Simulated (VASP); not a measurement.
Input of a VASP 6.6.1 run:

INCAR

```
PREC     = Accurate       # precision mode
ENCUT    = 520            # plane-wave cutoff, eV
EDIFF    = 1E-7           # SCF threshold, eV
ISMEAR   = -1             # smearing method
SIGMA    = 0.05           # smearing width, eV
LREAL    = False          # projectors in reciprocal space
LASPH    = True           # aspherical terms in the spheres
NELM     = 60             # most SCF steps
ALGO     = Normal         # electronic algorithm
ISIF     = 2              # what is computed and relaxed
LWAVE    = False          # write WAVECAR
LCHARG   = True           # write CHGCAR
GGA      = PS             # functional
IVDW     = 13             # dispersion correction
LELF     = True           # ELF
LVHAR    = True         
NBANDS   = 15             # bands
```

KPOINTS

```
regular mesh
0
Gamma
  4 4 4
```

File POSCAR:

```
TaN
1.0
    2.9380000000      0.0000000000      0.0000000000
   -1.4690000000      2.5443826400      0.0000000000
    0.0000000000      0.0000000000      2.8830000000
Ta N
1 1
Direct
    0.3333333300      0.6666666700      0.5000000000
    0.0000000000      0.0000000000      0.0000000000
```

Potentials or basis: VASP PAW PBE potentials, release 64 (Ta_pv, N).

Run with:

```sh
$ cat potpaw_PBE.64/Ta_pv/POTCAR potpaw_PBE.64/N/POTCAR > POTCAR
$ mpirun -np 1 vasp_std > vasp.out
```

Problem. What does it give for the dispersion energy per atom?

Solution. -0.179 eV.

Problem. What does it give for the pressure?

Solution. -6.1 GPa.

Problem. Predict the band gap on the k mesh.

Solution. Zero (filled and empty bands touch).

Stress tensor (GPa, compression positive):
```
-5.45  0.00  0.00
 0.00 -5.45  0.00
 0.00  0.00 -7.49
```

Caveat: the k points lie up to 0.62 Å⁻¹ apart; the PAW data sets were made with another functional, which shifts forces and pressure a little; spin-orbit coupling is left out, which moves the levels of the heavy elements; pairwise dispersion overbinds metals, which lowers pressure and volume.
